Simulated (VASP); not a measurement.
## Te: single point with r2SCAN

Crystal: Te.

```xyz
2
Lattice="-2.9822 3.9080 1.5478 2.9822 -3.9080 1.5478 2.9822 3.9080 -1.5478" Properties=species:S:1:pos:R:3 pbc="T T T"
Te    0.0000    5.8620    0.7710
Te    2.9822   -1.9540    0.7768
```

```
Program             : VASP 6.6.1
Task                : single point
Functional          : r2SCAN
Potentials or basis : VASP PAW PBE potentials, release 64 (Te)
Cutoff              : 520 eV
k mesh              : 11 × 11 × 11
Occupations         : methfessel-paxton, width 0.1 eV
Spin                : no spin polarisation
```

- Pressure: -1.0 GPa
- Largest force: 0.003 eV/Å
- Band gap on the k mesh: zero (bands 6 and 7 overlap by 4.04 eV)

Forces in eV/Å, atoms in the order of the input:
```
Te   0.000  0.000  0.003
Te   0.000  0.000 -0.003
```

Stress tensor (GPa, compression positive):
```
-1.79  0.00  0.00
 0.00 -0.51  0.00
 0.00  0.00 -0.56
```

Levels at points of the mesh, in eV from the Fermi level:
```tsv
k point	band 2	band 3	band 4	band 5	band 6	band 7	band 8	band 9	band 10	band 11
(0.00, 0.00, 0.00)	-10.44	-5.58	-2.04	-1.63	3.01	3.52	3.78	4.49	4.81	8.10
```

Run time: 7.3 min on 1 thread of Intel(R) Xeon(R) 6975P-C (Granite Rapids) (shared host), peak memory 0.37 GiB.

Caveat: the PAW data sets were made with another functional, which shifts forces and pressure a little; spin-orbit coupling is left out, which moves the levels of the heavy elements.
